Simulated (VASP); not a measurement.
# SiC (Moissanite) (P6_3mc) in VASP: a series of runs

Runs on SiC (Moissanite). Level: PBEsol. Tasks: single point.

Everything below comes from runs of VASP 6.6.1. Logs are shortened: lines on timing, memory, paths and dates and some standing lists are left out, and cuts for length are marked.

## Step 1: The cell of the first run

Symmetry: P6_3mc, No. 186, hexagonal system. Conventional cell: a = 3.024 Å, b = 3.024 Å, c = 4.962 Å, α = 90.00°, β = 90.00°, γ = 120.00°. Si (site symmetry 3m) has 4 C at 1.84 to 1.91 Å within 2.4 Å. Within 2.4 Å of C (site symmetry 3m) lie 4 Si at 1.84 to 1.91 Å.

## Step 2: Single point, PBEsol

INCAR reads:

```
PREC = Accurate
ENCUT = 520
EDIFF = 1E-6
ISMEAR = 0
SIGMA = 0.01
LREAL = False
LASPH = True
NELM = 80
ALGO = Normal
ISIF = 2
LWAVE = False
LCHARG = False
GGA = PS
NBANDS = 16
```

KPOINTS reads:

```
Automatic mesh
0
Gamma
  12 12 4
```

POSCAR reads:

```
SiC
1.0
    3.0238543330      0.0000000000      0.0000000000
   -1.5119271665      2.6187346677      0.0000000000
    0.0000000000      0.0000000000      4.9624241459
Si C
2 2
Direct
    0.3333333333      0.6666666667      0.0000000000
    0.6666666667      0.3333333333      0.5000000000
    0.3333333333      0.6666666667      0.3850000000
    0.6666666667      0.3333333333      0.8850000000
```

Potentials or basis: VASP PAW PBE potentials, release 64 (Si, C).

On the command line:

```console
> cat potpaw_PBE.64/Si/POTCAR potpaw_PBE.64/C/POTCAR > POTCAR
> mpirun -np 1 vasp_std > vasp.out
```

OUTCAR:

```text
PREC = Accurate
   ENCUT = 520
   EDIFF = 1E-6
   ISMEAR = 0
   LREAL = False
   LASPH = True
   NELM = 80
   ISIF = 2
   GGA = PS

 ion  position               nearest neighbor table
   1  0.333  0.667  0.000-   4 1.84   4 1.84   4 1.84   3 1.91   2 3.03   2 3.03   2 3.03   2 3.03
                             2 3.03   2 3.03
   2  0.667  0.333  0.500-   3 1.84   3 1.84   3 1.84   4 1.91   1 3.03   1 3.03   1 3.03   1 3.03
                             1 3.03   1 3.03
   3  0.333  0.667  0.385-   2 1.84   2 1.84   2 1.84   1 1.91
   4  0.667  0.333  0.885-   1 1.84   1 1.84   1 1.84   2 1.91

  LATTYP: Found a hexagonal cell.
 ALAT       =     3.0238543330
 C/A-ratio  =     1.6410923277

  Lattice vectors:

 A1 = (   3.0238543330,   0.0000000000,   0.0000000000)
 A2 = (  -1.5119271665,   2.6187346677,   0.0000000000)
 A3 = (   0.0000000000,   0.0000000000,   4.9624241459)

Analysis of symmetry for initial positions (statically):
=====================================================================
 Subroutine PRICEL returns:
 Original cell was already a primitive cell.

 Routine SETGRP: Setting up the symmetry group for a
 hexagonal supercell.

 Subroutine GETGRP returns: Found 12 space group operations
 (whereof  6 operations were pure point group operations)
 out of a pool of 24 trial point group operations.

The static configuration has the point symmetry C_3v.
 The point group associated with its full space group is C_6v.

Analysis of symmetry for dynamics (positions and initial velocities):
=====================================================================
 Subroutine PRICEL returns:
 Original cell was already a primitive cell.

 Routine SETGRP: Setting up the symmetry group for a
 hexagonal supercell.

 Subroutine GETGRP returns: Found 12 space group operations
 (whereof  6 operations were pure point group operations)
 out of a pool of 24 trial point group operations.

The dynamic configuration has the point symmetry C_3v.
 The point group associated with its full space group is C_6v.

 Subroutine INISYM returns: Found 12 space group operations
 (whereof  6 operations are pure point group operations),
 and found     1 'primitive' translations

----------------------------------------------------------------------------------------

                                     Primitive cell

  volume of cell :      39.2958

  direct lattice vectors                    reciprocal lattice vectors
     3.023854333  0.000000000  0.000000000     0.330703761  0.190931905  0.000000000
    -1.511927167  2.618734668  0.000000000     0.000000000  0.381863811  0.000000000
     0.000000000  0.000000000  4.962424146     0.000000000  0.000000000  0.201514415

  length of vectors
     3.023854333  3.023854331  4.962424146     0.381863811  0.381863811  0.201514415

  position of ions in fractional coordinates (direct lattice)
     0.333333333  0.666666667  0.000000000
     0.666666667  0.333333333  0.500000000
     0.333333333  0.666666667  0.385000000
     0.666666667  0.333333333  0.885000000

  ion indices of the primitive-cell ions
   primitive index   ion index
                 1           1
                 2           2
                 3           3
                 4           4

----------------------------------------------------------------------------------------

 KPOINTS: Automatic mesh

Automatic generation of k-mesh.
 Grid dimensions read from file:
 generate k-points for:   12   12    4

 Generating k-lattice:

  Cartesian coordinates                     Fractional coordinates (reciprocal lattice)
     0.027558647  0.015910992  0.000000000     0.083333333  0.000000000  0.000000000
     0.000000000  0.031821984  0.000000000     0.000000000  0.083333333  0.000000000
     0.000000000  0.000000000  0.050378604     0.000000000  0.000000000  0.250000000

  Length of vectors
     0.031821984  0.031821984  0.050378604

  Shift w.r.t. Gamma in fractional coordinates (k-lattice)
     0.000000000  0.000000000  0.000000000

 Subroutine IBZKPT returns following result:
 ===========================================

 Found     57 irreducible k-points:

 Following reciprocal coordinates:
            Coordinates               Weight
  0.000000  0.000000  0.000000      1.000000
  0.083333 -0.000000  0.000000      6.000000
  0.166667  0.000000  0.000000      6.000000
  0.250000  0.000000  0.000000      6.000000
  0.333333  0.000000  0.000000      6.000000
  0.416667 -0.000000  0.000000      6.000000
[... 16 lines left out ...]
  0.250000  0.000000  0.250000     12.000000
  0.333333  0.000000  0.250000     12.000000
 [... further k-points ...]
   k-points           NKPTS =     57   k-points in BZ     NKDIM =     57   number of bands    NBANDS=     16
   number of dos      NEDOS =    301   number of ions     NIONS =      4
   total plane-waves  NPLWV =  23040
   dimension x,y,z NGX =    24 NGY =   24 NGZ =   40
   dimension x,y,z NGXF=    48 NGYF=   48 NGZF=   80
   ions per type =               2   2
   NGX,Y,Z   is equivalent  to a cutoff of  13.19, 13.19, 13.40 a.u.
   NGXF,Y,Z  is equivalent  to a cutoff of  26.39, 26.39, 26.80 a.u.
 SYSTEM =  unknown system
   PREC   = accura    normal or accurate (medium, high low for compatibility)
   ISTART =      0    job   : 0-new  1-cont  2-samecut
   ICHARG =      2    charge: 1-file 2-atom 10-const
   ISPIN  =      1    spin polarized calculation?
   LNONCOLLINEAR =      F non collinear calculations
   LSORBIT =      F    spin-orbit coupling
   LASPH  =      T    aspherical Exc in radial PAW
   ENCUT  =  520.0 eV  38.22 Ry    6.18 a.u.   5.62  5.62  9.23*2*pi/ulx,y,z
   NELM   =     80;   NELMIN=  2; NELMDL= -5     # of ELM steps
   EDIFF  = 0.1E-05   stopping-criterion for ELM
   LREAL  =      F    real-space projection
   EDIFFG = 0.1E-04   stopping-criterion for IOM
   NSW    =      0    number of steps for IOM
   IBRION =     -1    ionic relax: 0-MD 1-quasi-New 2-CG
   NFREE  =      0    steps in history (QN), initial steepest desc. (CG)
   ISIF   =      2    stress and relaxation
   ISYM   =      2    0-nonsym 1-usesym 2-fastsym
   POTIM  = 0.5000    time-step for ionic-motion
   TEBEG  =    0.0;   TEEND  =   0.0 temperature during run
   PSTRESS=    0.0 pullay stress
   NELECT =      16.0000    total number of electrons
   NUPDOWN=      -1.0000    fix difference up-down
   EMIN   =  10.00;   EMAX   =-10.00  energy-range for DOS
   EFERMI =   0.00;   METHOD = LEGACY
   ISMEAR =     0;   SIGMA  =   0.01  broadening in eV -4-tet -1-fermi 0-gaus
   EFERMI_NEDOS =   21; number of points for ismear=-14 and -15
   IALGO  =     38    algorithm
   IMIX   =      4    mixing-type and parameters
     AMIX     =   0.40;   BMIX     =  1.00
     AMIX_MAG =   1.60;   BMIX_MAG =  1.00
  volume/ion in A,a.u.               =       9.82        66.30
  Fermi-wavevector in a.u.,A,eV,Ry     =   1.213387  2.292969 20.031973  1.472309
  Thomas-Fermi vector in A             =   2.348841
   LORBIT       =      0    0 simple, 1 ext, 2 COOP (PROOUT), +10 PAW based schemes
   GGA     = PS    functional components
   LHFCALC =     F    Hartree Fock is set to
   AEXX    =    0.0000 exact exchange contribution
   IVDW    =     0    specifies the selected vdW correction
   LEPSILON=     F    determine dielectric tensor
   LRPA    =     F    only Hartree local field effects (RPA)
 non-spin polarized calculation
 Gauss-broadening in eV      SIGMA  =   0.01
  energy-cutoff  :      520.00
  volume of cell :       39.30
 maximum number of plane-waves:      1099
 NGX is ok and might be reduce to    24
   NGX = 11   NGY = 11   NGZ = 19

 number of electron      15.9999999 magnetization

 Free energy of the ion-electron system (eV)
  ---------------------------------------------------
  ext. energy  EPLUGINS =         0.00000000
  ---------------------------------------------------
  free energy    TOTEN  =       -31.69977597 eV

  energy without entropy =      -31.69977597  energy(sigma->0) =      -31.69977597

 E-fermi :   8.9907     XC(G=0): -11.7197

 val. band max:        8.9453024186   @ k =   0.0000   0.0000   0.0000
 cond. band min:      11.0096728974   @ k =   0.3333   0.3333   0.0000
 fundamental gap:      2.0643704788
 Fermi energy:         8.9906559565

 k-point     1 :       0.0000    0.0000    0.0000
  band No.  band energies     occupation
      1      -7.2101      2.00000
      2      -3.4699      2.00000
      3      -0.1225      2.00000
      4       7.3659      2.00000
      5       7.3659      2.00000
      6       8.6777      2.00000
[... 8 lines left out ...]
     15      17.9526      0.00000
     16      20.5982      0.00000

 k-point     2 :       0.0833   -0.0000    0.0000
  band No.  band energies     occupation
      1      -7.0840      2.00000
      2      -3.3615      2.00000
      3      -0.0029      2.00000
      4       6.6716      2.00000
      5       7.1446      2.00000
      6       8.2319      2.00000
[... 8 lines left out ...]
     15      18.2700      0.00000
     16      19.3525      0.00000

 k-point     3 :       0.1667    0.0000    0.0000
  band No.  band energies     occupation
      1      -6.7086      2.00000
      2      -3.0451      2.00000
      3       0.3487      2.00000
      4       5.1375      2.00000
      5       6.6468      2.00000
      6       7.1181      2.00000
[... 8 lines left out ...]
     15      18.4246      0.00000
     16      18.8912      0.00000

 k-point     4 :       0.2500    0.0000    0.0000
  band No.  band energies     occupation
      1      -6.0946      2.00000
      2      -2.5558      2.00000
      3       0.8945      2.00000
      4       3.4289      2.00000
      5       5.7137      2.00000
      6       6.1090      2.00000
[... 8 lines left out ...]
     15      19.0182      0.00000
     16      19.7293      0.00000
[... 324 lines left out ...]
 k-point    22 :       0.1667    0.0000    0.2500
  band No.  band energies     occupation
      1      -6.3947      2.00000
      2      -4.0853      2.00000
      3       1.8511      2.00000
      4       5.4133      2.00000
      5       6.4114      2.00000
      6       6.8519      2.00000
[... 8 lines left out ...]
     15      18.5579      0.00000
     16      19.7478      0.00000

 k-point    23 :       0.2500    0.0000    0.2500
  band No.  band energies     occupation
      1      -5.7855      2.00000
      2      -3.5340      2.00000
      3       2.1216      2.00000
      4       3.9214      2.00000
      5       4.9841      2.00000
      6       6.3308      2.00000
[... 8 lines left out ...]
     15      19.6798      0.00000
     16      20.1901      0.00000

 k-point    24 :       0.3333    0.0000    0.2500
  band No.  band energies     occupation
      1      -4.9680      2.00000
      2      -2.8429      2.00000
      3       1.4526      2.00000
      4       3.3585      2.00000
      5       3.7167      2.00000
      6       5.8971      2.00000
[... 8 lines left out ...]
     15      20.8152      0.00000
     16      20.9583      0.00000

 [... further k-points ...]
[... 5 lines left out ...]
  --------------------------------------------------------------------------------------
  -------------------------------------------------------------------------------------
  Total        3.8539543      3.8539542      2.0659063      0.0000000      0.0000000      0.0000000
  in kB      157.1342628    157.1342626     84.2315838      0.0000000      0.0000000      0.0000000
  external PRESSURE =     132.8333697 kB  Pullay stress =       0.0000000 kB

 VOLUME and BASIS-vectors are now :
 -----------------------------------------------------------------------------
  energy-cutoff  :      520.00
  volume of cell :       39.30
      direct lattice vectors                 reciprocal lattice vectors
     3.023854333  0.000000000  0.000000000     0.330703761  0.190931905  0.000000000
    -1.511927167  2.618734668  0.000000000     0.000000000  0.381863811  0.000000000
     0.000000000  0.000000000  4.962424146     0.000000000  0.000000000  0.201514415

 POSITION                                       TOTAL-FORCE (eV/Angst)
 -----------------------------------------------------------------------------------
     -0.00000      1.74582      0.00000         0.000000     -0.000000      0.834375
      1.51193      0.87291      2.48121        -0.000000      0.000000      0.834375
     -0.00000      1.74582      1.91053        -0.000000     -0.000000     -0.834375
      1.51193      0.87291      4.39175        -0.000000     -0.000000     -0.834375
 -----------------------------------------------------------------------------------
    total drift:                                0.000000      0.000000     -0.000166

  FREE ENERGIE OF THE ION-ELECTRON SYSTEM (eV)
  ---------------------------------------------------
  free  energy   TOTEN  =       -31.6997759665 eV

  energy  without entropy=      -31.6997759665  energy(sigma->0) =      -31.69977597
```

Wall time 20 s (1 thread of Intel Xeon 6975P-C, shared host); peak memory 0.17 GiB.

What came out:

| Quantity | Value |
| --- | --- |
| Free energy | -31.6998 eV |
| Pressure | 13.3 GPa |
| Largest force | 0.834 eV/Å |
| Band gap on the k mesh | 2.06 eV, indirect (least direct gap 4.06 eV) |

Forces on the atoms (eV/Å):
```
Si   0.000  0.000  0.834
Si   0.000  0.000  0.834
C    0.000  0.000 -0.834
C    0.000  0.000 -0.834
```

Stress tensor (GPa, compression positive):
```
15.71  0.00  0.00
 0.00 15.71  0.00
 0.00  0.00  8.42
```

Caveat: the PAW data sets were made with another functional, which shifts forces and pressure a little.

## Step 3: Single point, PBEsol

This run uses another cell than the first one, of 10.13 Å³/atom, 1.032 times its volume.

INCAR reads:

```
  ALGO = Normal
  EDIFF = 1E-6
  ENCUT = 520
  GGA = PS
  ISIF = 2
  ISMEAR = 0
  LASPH = T
  LCHARG = F
  LREAL = F
  LWAVE = F
  NBANDS = 16
  NELM = 100
  PREC = Accurate
  SIGMA = 0.01
```

KPOINTS reads:

```
k-points
0
Gamma
  12 12 4
```

POSCAR reads:

```
SiC
1.0
    3.0553550827      0.0000000000      0.0000000000
   -1.5276775413      2.6460151171      0.0000000000
    0.0000000000      0.0000000000      5.0141197845
Si C
2 2
Direct
    0.3333333333      0.6666666667      0.0000000000
    0.6666666667      0.3333333333      0.5000000000
    0.3333333333      0.6666666667      0.3850000000
    0.6666666667      0.3333333333      0.8850000000
```

Potentials or basis: VASP PAW PBE potentials, release 64 (Si, C).

On the command line:

```console
> cat potpaw_PBE.64/Si/POTCAR potpaw_PBE.64/C/POTCAR > POTCAR
> mpirun -np 1 vasp_std > vasp.out
```

Run time: 21 s. Hardware: 1 thread of Intel Xeon 6975P-C, shared host; peak memory 0.17 GiB.

Results (log left out):

```yaml
Free_energy: -31.7714 eV
Pressure: 5.3 GPa
Largest_force: 0.782 eV/Å
Band_gap_on_the_k_mesh: 2.12 eV, indirect (least direct gap 4.00 eV)
```

Forces in eV/Å, atoms in the order of the input:
```
Si   0.000  0.000  0.782
Si   0.000  0.000  0.782
C    0.000  0.000 -0.782
C    0.000  0.000 -0.782
```

Stress tensor (GPa, compression positive):
```
7.26 0.00 0.00
0.00 7.26 0.00
0.00 0.00 1.42
```

Levels at points of the mesh, in eV from the valence-band top:
| k point | band 4 | band 5 | band 6 | band 7 | band 8 | band 9 | band 10 | band 11 | band 12 | band 13 |
| --- | --- | --- | --- | --- | --- | --- | --- | --- | --- | --- |
| (0.00, 0.00, 0.00) | -1.57 | -1.57 | -0.27 | -0.27 | 0.00 | 4.75 | 6.18 | 6.55 | 6.55 | 7.67 |
| (0.50, 0.00, 0.00) | -6.61 | -5.55 | -3.60 | -3.37 | -1.49 | 2.51 | 4.12 | 6.82 | 7.19 | 9.83 |
| (0.00, 0.00, 0.50) | -4.52 | -0.97 | -0.97 | -0.97 | -0.97 | 5.83 | 5.83 | 7.21 | 7.21 | 7.21 |
| (0.50, 0.00, 0.50) | -8.59 | -2.73 | -2.73 | -2.37 | -2.37 | 3.10 | 3.10 | 4.99 | 4.99 | 10.45 |

Caveat: the PAW data sets were made with another functional, which shifts forces and pressure a little. As with any semilocal functional, this PBEsol gap is likely too small.
